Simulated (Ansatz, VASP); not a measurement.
# Two plane-wave programs on InP

File INCAR:

```
SYSTEM = InP
PREC = Accurate
ENCUT = 500
EDIFF = 1E-6
ISMEAR = 0
SIGMA = 0.01
LREAL = .FALSE.
LASPH = .TRUE.
NELM = 120
ALGO = Normal
ISIF = 2
LWAVE = .FALSE.
LCHARG = .FALSE.
GGA = PE
NBANDS = 16
GGA_COMPAT = .FALSE.
```

The input KPOINTS:

```
Automatic mesh
0
G
  8 8 8
  0 0 0
```

File POSCAR:

```
InP
1.0
    0.0000000000      2.9541317328      2.9541317328
    2.9541317328      0.0000000000      2.9541317328
    2.9541317328      2.9541317328      0.0000000000
In P
1 1
Direct
    0.0000000000      0.0000000000      0.0000000000
    0.7500000006      0.7500000006      0.7500000006
```

Input for Ansatz:

```yaml
crystal:
  lattice:
    - [0.0, 2.9541317328, 2.9541317328]
    - [2.9541317328, 0.0, 2.9541317328]
    - [2.9541317328, 2.9541317328, 0.0]
  atoms:
    - { symbol: In, position: [0.0, 0.0, 0.0] }
    - { symbol: P, position: [0.7500000006, 0.7500000006, 0.7500000006] }
basis:
  ecutwfc: 550.0
  ecutrho_ratio: 4
  xc_grid: 2
  precision: f64
hamiltonian:
  pseudopotentials: { kind: paw, azcp: { folder: soft_1 } }
scf:
  max_iter: 60
  self_checks: high
  occupations: { method: fixed }
kpoints:
  mp_grid: { grid: [8, 8, 8] }
  band_path: { path: [VBM, CBM], npoints: 1 }
checkpoint:
  write: "../edges.s1.run"
  compress: false
  write_wavefunctions: true
  write_every: 100000
```

Alike in both runs: task single point; functional PBE; k mesh 8 × 8 × 8; no spin polarisation.

|  | VASP | Ansatz |
| --- | --- | --- |
| version | VASP 6.6.1 | Ansatz 0.2.0 |
| potentials or method | VASP PAW PBE potentials, release 64 (In_d, P), cutoff 500 eV | plane-wave PAW DFT |
| occupations | gaussian, width 0.01 eV | fixed |
| valence electrons in the cell | 18 | 18 |

|  | VASP | Ansatz | Ansatz less VASP |
| --- | --- | --- | --- |
| gap on the k mesh at the Fermi level (eV) | 0.58 | 0.58 | +0.002 |
